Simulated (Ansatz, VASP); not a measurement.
TiSi2 in VASP and in Ansatz

```
Ti Si
1.0
     0.00000    4.45449    3.68805
     2.58949    0.00000    3.68805
     2.58949    4.45449    0.00000
Ti Si
2 4
Direct
  0.75000 0.75000 0.75000
  0.50000 0.50000 0.50000
  0.08682 0.41318 0.08682
  0.41318 0.08682 0.41318
  0.16318 0.83682 0.16318
  0.83682 0.16318 0.83682
```

Alike in both runs: task single point; functional PBE; k mesh 14 × 14 × 14; occupations gaussian, width 0.15 eV; no spin polarisation.

```csv
,VASP,Ansatz
version,VASP 6.6.1,Ansatz 0.2.0
potentials or method,"VASP PAW PBE potentials, release 64 (Ti_sv, Si), cutoff 520 eV","scalar-relativistic, plane waves, PAW"
valence electrons in the cell,40,40
```

```tsv
	VASP	Ansatz	Ansatz less VASP
gap on the k mesh at the Fermi level (eV)	none	none	-
pressure (GPa)	16.0	16.1	+0.10
traceless stress, the component that is largest in VASP (GPa)	44.29	44.35	+0.062
rms of the force components (eV/Å)	0.035	0.036	+0.0009
```

Atom by atom the forces differ by 0.001 eV/Å (rms over components). A gap of «none» marks a metal or a gap that the smearing closes.
